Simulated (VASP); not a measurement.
# TePb (Immm) in VASP: single point with PBEsol

Aim: the single point of TePb with PBEsol.

All numbers are computed with VASP 6.6.1; they aren't measurements. Logs are shortened: lines on timing, memory, paths and dates and some standing lists are left out, and cuts for length are marked.

## (1) The cell of the first run

The structure is orthorhombic, space group Immm (No. 71). Conventional cell: a = 4.511 Å, b = 4.585 Å, c = 6.444 Å, α = 90.00°, β = 90.00°, γ = 90.00°. Pb (site symmetry mmm) has 6 Te at 3.22 Å within 4.2 Å. Within 4.2 Å of Te (site symmetry mmm) lie 6 Pb at 3.22 Å.

## (2) Single point, PBEsol

File INCAR:

```
PREC     = Accurate       # precision mode
ENCUT    = 500            # plane-wave cutoff, eV
EDIFF    = 1E-6           # SCF threshold, eV
ISMEAR   = 0              # smearing method
SIGMA    = 0.01           # smearing width, eV
LREAL    = F              # projectors in reciprocal space
LASPH    = T              # aspherical terms in the spheres
NELM     = 120            # most SCF steps
ALGO     = Normal         # electronic algorithm
ISIF     = 2              # what is computed and relaxed
LWAVE    = F              # write WAVECAR
LCHARG   = T              # write CHGCAR
GGA      = PS             # functional
LELF     = T              # ELF
LVHAR    = T            
NBANDS   = 17             # bands
GGA_COMPAT= F
```

File KPOINTS:

```
regular mesh
0
Gamma
  4 4 4
```

File POSCAR:

```
TePb
1.0
   -0.0262100822      3.2159275094      3.2222347453
    3.2159275094     -0.0262100822      3.2222347453
    3.1897174272      3.1897174272      0.0000000000
Pb Te
1 1
Direct
    0.0000000000      0.0000000000      0.0000000000
    0.5000000000      0.5000000000      0.5000000000
```

Potentials or basis: VASP PAW PBE potentials, release 64 (Pb_d, Te).

On the command line:

```sh
> cat potpaw_PBE.64/Pb_d/POTCAR potpaw_PBE.64/Te/POTCAR > POTCAR
> mpirun -np 1 vasp_std > vasp.out
```

OUTCAR:

```text
PREC = Accurate
   ENCUT = 500
   EDIFF = 1E-6
   ISMEAR = 0
   LREAL = F
   LASPH = T
   NELM = 120
   ISIF = 2
   GGA = PS

 ion  position               nearest neighbor table
   1  0.000  0.000  0.000-   2 3.22   2 3.22   2 3.22   2 3.22   2 3.22   2 3.22
   2  0.500  0.500  0.500-   1 3.22   1 3.22   1 3.22   1 3.22   1 3.22   1 3.22

  LATTYP: Found a body centered orthorhombic cell.
 ALAT       =     4.5109416457
 B/A-ratio  =     1.0164341092
 C/A-ratio  =     1.4286306489

  Lattice vectors:

 A1 = (   0.0262100822,  -3.2159275094,  -3.2222347453)
 A2 = (  -0.0262100822,   3.2159275094,  -3.2222347453)
 A3 = (   3.2159275094,  -0.0262100822,   3.2222347453)

Analysis of symmetry for initial positions (statically):
=====================================================================
 Subroutine PRICEL returns:
 Original cell was already a primitive cell.

 Routine SETGRP: Setting up the symmetry group for a
 body centered orthorhombic supercell.

 Subroutine GETGRP returns: Found  8 space group operations
 (whereof  8 operations were pure point group operations)
 out of a pool of  8 trial point group operations.

The static configuration has the point symmetry D_2h.

Analysis of symmetry for dynamics (positions and initial velocities):
=====================================================================
 Subroutine PRICEL returns:
 Original cell was already a primitive cell.

 Routine SETGRP: Setting up the symmetry group for a
 body centered orthorhombic supercell.

 Subroutine GETGRP returns: Found  8 space group operations
 (whereof  8 operations were pure point group operations)
 out of a pool of  8 trial point group operations.

The dynamic configuration has the point symmetry D_2h.

 Subroutine INISYM returns: Found  8 space group operations
 (whereof  8 operations are pure point group operations),
 and found     1 'primitive' translations

----------------------------------------------------------------------------------------

                                     Primitive cell

  volume of cell :      66.6455

  direct lattice vectors                    reciprocal lattice vectors
    -0.026210082  3.215927509  3.222234745    -0.154219241  0.154219241  0.155171811
     3.215927509 -0.026210082  3.222234745     0.154219241 -0.154219241  0.155171811
     3.189717427  3.189717427  0.000000000     0.156753697  0.156753697 -0.155171811

  length of vectors
     4.552545823  4.552545823  4.510941646     0.267666658  0.267666658  0.270595148

  position of ions in fractional coordinates (direct lattice)
     0.000000000  0.000000000  0.000000000
     0.500000000  0.500000000  0.500000000

  ion indices of the primitive-cell ions
   primitive index   ion index
                 1           1
                 2           2

----------------------------------------------------------------------------------------

 KPOINTS: regular mesh

Automatic generation of k-mesh.
 Grid dimensions read from file:
 generate k-points for:    4    4    4

 Generating k-lattice:

  Cartesian coordinates                     Fractional coordinates (reciprocal lattice)
    -0.038554810  0.038554810  0.038792953     0.250000000  0.000000000  0.000000000
     0.038554810 -0.038554810  0.038792953     0.000000000  0.250000000  0.000000000
     0.039188424  0.039188424 -0.038792953     0.000000000  0.000000000  0.250000000

  Length of vectors
     0.066916664  0.066916664  0.067648787

  Shift w.r.t. Gamma in fractional coordinates (k-lattice)
     0.000000000  0.000000000  0.000000000

 Subroutine IBZKPT returns following result:
 ===========================================

 Found     18 irreducible k-points:

 Following reciprocal coordinates:
            Coordinates               Weight
  0.000000  0.000000  0.000000      1.000000
  0.250000  0.000000  0.000000      4.000000
  0.500000  0.000000  0.000000      2.000000
  0.250000  0.250000  0.000000      2.000000
  0.500000  0.250000  0.000000      4.000000
 -0.250000  0.250000  0.000000      2.000000
[... 10 lines left out ...]
  0.250000  0.250000  0.500000      2.000000
 -0.250000  0.250000  0.500000      2.000000
   k-points           NKPTS =     18   k-points in BZ     NKDIM =     18   number of bands    NBANDS=     17
   number of dos      NEDOS =    301   number of ions     NIONS =      2
   total plane-waves  NPLWV =  46656
   dimension x,y,z NGX =    36 NGY =   36 NGZ =   36
   dimension x,y,z NGXF=    72 NGYF=   72 NGZF=   72
   ions per type =               1   1
   NGX,Y,Z   is equivalent  to a cutoff of  13.15, 13.15, 13.27 a.u.
   NGXF,Y,Z  is equivalent  to a cutoff of  26.29, 26.29, 26.53 a.u.
 SYSTEM =  unknown system
   PREC   = accura    normal or accurate (medium, high low for compatibility)
   ISTART =      0    job   : 0-new  1-cont  2-samecut
   ICHARG =      2    charge: 1-file 2-atom 10-const
   ISPIN  =      1    spin polarized calculation?
   LNONCOLLINEAR =      F non collinear calculations
   LSORBIT =      F    spin-orbit coupling
   LASPH  =      T    aspherical Exc in radial PAW
   ENCUT  =  500.0 eV  36.75 Ry    6.06 a.u.   8.30  8.30  8.22*2*pi/ulx,y,z
   NELM   =    120;   NELMIN=  2; NELMDL= -5     # of ELM steps
   EDIFF  = 0.1E-05   stopping-criterion for ELM
   LREAL  =      F    real-space projection
   EDIFFG = 0.1E-04   stopping-criterion for IOM
   NSW    =      0    number of steps for IOM
   IBRION =     -1    ionic relax: 0-MD 1-quasi-New 2-CG
   NFREE  =      0    steps in history (QN), initial steepest desc. (CG)
   ISIF   =      2    stress and relaxation
   ISYM   =      2    0-nonsym 1-usesym 2-fastsym
   POTIM  = 0.5000    time-step for ionic-motion
   TEBEG  =    0.0;   TEEND  =   0.0 temperature during run
   PSTRESS=    0.0 pullay stress
   NELECT =      20.0000    total number of electrons
   NUPDOWN=      -1.0000    fix difference up-down
   EMIN   =  10.00;   EMAX   =-10.00  energy-range for DOS
   EFERMI =   0.00;   METHOD = LEGACY
   ISMEAR =     0;   SIGMA  =   0.01  broadening in eV -4-tet -1-fermi 0-gaus
   EFERMI_NEDOS =   21; number of points for ismear=-14 and -15
   IALGO  =     38    algorithm
   IMIX   =      4    mixing-type and parameters
     AMIX     =   0.40;   BMIX     =  1.00
     AMIX_MAG =   1.60;   BMIX_MAG =  1.00
  volume/ion in A,a.u.               =      33.32       224.87
  Fermi-wavevector in a.u.,A,eV,Ry     =   1.096044  2.071222 16.344841  1.201312
  Thomas-Fermi vector in A             =   2.232379
   LORBIT       =      0    0 simple, 1 ext, 2 COOP (PROOUT), +10 PAW based schemes
   GGA     = PS    functional components
   LHFCALC =     F    Hartree Fock is set to
   AEXX    =    0.0000 exact exchange contribution
   IVDW    =     0    specifies the selected vdW correction
   LEPSILON=     F    determine dielectric tensor
   LRPA    =     F    only Hartree local field effects (RPA)
 non-spin polarized calculation
 Gauss-broadening in eV      SIGMA  =   0.01
  energy-cutoff  :      500.00
  volume of cell :       66.65
 maximum number of plane-waves:      1702
 NGX is ok and might be reduce to    36
   NGX = 17   NGY = 17   NGZ = 17

 number of electron      20.0000001 magnetization

 Free energy of the ion-electron system (eV)
  ---------------------------------------------------
  ext. energy  EPLUGINS =         0.00000000
  ---------------------------------------------------
  free energy    TOTEN  =        -8.25128175 eV

  energy without entropy =       -8.25128175  energy(sigma->0) =       -8.25128175

 E-fermi :   5.7832     XC(G=0):  -9.5278

 val. band max:        5.6552753715   @ k =   0.5000   0.0000   0.0000
 cond. band min:       6.2146692716   @ k =  -0.0000  -0.0000   0.5000
 fundamental gap:      0.5593939001
 Fermi energy:         5.7832314892

 k-point     1 :       0.0000    0.0000    0.0000
  band No.  band energies     occupation
      1     -11.0409      2.00000
      2     -11.0400      2.00000
      3     -11.0284      2.00000
      4     -11.0277      2.00000
      5     -11.0275      2.00000
      6      -6.5204      2.00000
[... 9 lines left out ...]
     16      11.4498      0.00000
     17      12.8060      0.00000

 k-point     2 :       0.2500    0.0000    0.0000
  band No.  band energies     occupation
      1     -11.0489      2.00000
      2     -11.0471      2.00000
      3     -11.0262      2.00000
      4     -11.0199      2.00000
      5     -11.0187      2.00000
      6      -5.9946      2.00000
[... 9 lines left out ...]
     16      12.5440      0.00000
     17      15.8051      0.00000

 k-point     3 :       0.5000    0.0000    0.0000
  band No.  band energies     occupation
      1     -11.0575      2.00000
      2     -11.0552      2.00000
      3     -11.0251      2.00000
      4     -11.0104      2.00000
      5     -11.0094      2.00000
      6      -5.0588      2.00000
[... 9 lines left out ...]
     16      14.9072      0.00000
     17      14.9114      0.00000

 k-point     4 :       0.2500    0.2500    0.0000
  band No.  band energies     occupation
      1     -11.0686      2.00000
      2     -11.0340      2.00000
      3     -11.0331      2.00000
      4     -11.0153      2.00000
      5     -11.0139      2.00000
      6      -5.8244      2.00000
[... 9 lines left out ...]
     16      14.0520      0.00000
     17      14.1096      0.00000
[... 223 lines left out ...]
      1     -11.1085      2.00000
      2     -11.0390      2.00000
      3     -11.0283      2.00000
      4     -11.0002      2.00000
      5     -10.9994      2.00000
      6      -4.7778      2.00000
[... 9 lines left out ...]
     16      16.5434      0.00000
     17      16.6110      0.00000

 k-point    17 :       0.2500    0.2500    0.5000
  band No.  band energies     occupation
      1     -11.0600      2.00000
      2     -11.0527      2.00000
      3     -11.0225      2.00000
      4     -11.0140      2.00000
      5     -11.0129      2.00000
      6      -5.2201      2.00000
[... 9 lines left out ...]
     16      14.3232      0.00000
     17      15.0603      0.00000

 k-point    18 :      -0.2500    0.2500    0.5000
  band No.  band energies     occupation
      1     -11.0887      2.00000
      2     -11.0420      2.00000
      3     -11.0215      2.00000
      4     -11.0190      2.00000
      5     -10.9994      2.00000
      6      -4.6164      2.00000
[... 9 lines left out ...]
     16      16.6870      0.00000
     17      16.7139      0.00000

------------------------ aborting loop because EDIFF is reached ----------------------------------------

  FORCE on cell =-STRESS in cart. coord.  units (eV):
  Direction    XX          YY          ZZ          XY          YZ          ZX
  --------------------------------------------------------------------------------------
  -------------------------------------------------------------------------------------
  Total        0.0887958      0.0887958     -0.0232330      0.1134265      0.0000000      0.0000000
  in kB        2.1346767      2.1346767     -0.5585282      2.7268054      0.0000000      0.0000000
  external PRESSURE =       1.2369417 kB  Pullay stress =       0.0000000 kB

 VOLUME and BASIS-vectors are now :
 -----------------------------------------------------------------------------
  energy-cutoff  :      500.00
  volume of cell :       66.65
      direct lattice vectors                 reciprocal lattice vectors
    -0.026210082  3.215927509  3.222234745    -0.154219241  0.154219241  0.155171811
     3.215927509 -0.026210082  3.222234745     0.154219241 -0.154219241  0.155171811
     3.189717427  3.189717427  0.000000000     0.156753697  0.156753697 -0.155171811

 POSITION                                       TOTAL-FORCE (eV/Angst)
 -----------------------------------------------------------------------------------
      0.00000      0.00000      0.00000        -0.000000      0.000000      0.000000
      3.18972      3.18972      3.22223         0.000000     -0.000000     -0.000000
 -----------------------------------------------------------------------------------
    total drift:                               -0.000000      0.000000      0.000000

  FREE ENERGIE OF THE ION-ELECTRON SYSTEM (eV)
  ---------------------------------------------------
  free  energy   TOTEN  =        -8.2512817529 eV

  energy  without entropy=       -8.2512817529  energy(sigma->0) =       -8.25128175
```

Run time: 16 s. Hardware: 1 thread of AMD EPYC 9R45 (Zen 5), shared host; peak memory 0.17 GiB.

What came out:

- Free energy: -8.2513 eV
- Pressure: 0.1 GPa
- Band gap on the k mesh: 0.56 eV (least direct gap 0.64 eV)

Stress tensor (GPa, compression positive):
```
 0.21  0.27  0.00
 0.27  0.21  0.00
 0.00  0.00 -0.06
```

Caveat: the k points lie up to 0.43 Å⁻¹ apart; the PAW data sets were made with another functional, which shifts forces and pressure a little; spin-orbit coupling is left out, which moves the levels of the heavy elements.
